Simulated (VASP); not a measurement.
Here is a VASP 6.6.1 calculation.

Contents of POSCAR:

```
AlRu
1.0
    2.9177664787      0.0000000000      0.0000000000
    0.0000000000      2.9177664787      0.0000000000
    0.0000000000      0.0000000000      2.9177664787
Ru Al
1 1
Direct
    0.0000000000      0.0000000000      0.0000000000
    0.5000000000      0.5000000000      0.5000000000
```

Contents of INCAR.step1:

```
SYSTEM = AlRu
ALGO = Normal
EDIFF = 1E-5
ENCUT = 420
GGA = PE
GGA_COMPAT = .FALSE.
ISIF = 2
ISMEAR = -1
LASPH = .TRUE.
LCHARG = .FALSE.
LREAL = .FALSE.
LWAVE = .TRUE.
NBANDS = 16
NELM = 120
PREC = Accurate
SIGMA = 0.1
```

Contents of INCAR.step2:

```
SYSTEM = AlRu
ALGO = Normal
EDIFF = 1E-6
ENCUT = 420
GGA = PE
GGA_COMPAT = .FALSE.
HFSCREEN = 0.2079
ISIF = 2
ISMEAR = -1
ISTART = 1
LASPH = .TRUE.
LCHARG = .FALSE.
LHFCALC = .TRUE.
LREAL = .FALSE.
LWAVE = .FALSE.
NBANDS = 16
NELM = 120
PREC = Accurate
PRECFOCK = Normal
SIGMA = 0.1
```

File KPOINTS:

```
k-points
0
G
  4 4 4
  0 0 0
```

Potentials or basis: VASP PAW PBE potentials, release 64 (Ru_sv, Al).

Launch:

```sh
$ cat potpaw_PBE.64/Ru_sv/POTCAR potpaw_PBE.64/Al/POTCAR > POTCAR
$ cp INCAR.step1 INCAR
$ mpirun -np 1 vasp_std > vasp.out
$ cp INCAR.step2 INCAR
$ mpirun -np 1 vasp_std > vasp.out
```

Question: Estimate the pressure.

Answer: 9.6 GPa.

Question: Predict the band gap on the k mesh.

Answer: Zero (an odd number of electrons rules out a gap without spin polarisation).

Caveat: the k points lie up to 0.54 Å⁻¹ apart, too coarse for converged energies and pressures of a metal; the PAW data sets were made with another functional, which shifts forces and pressure a little.
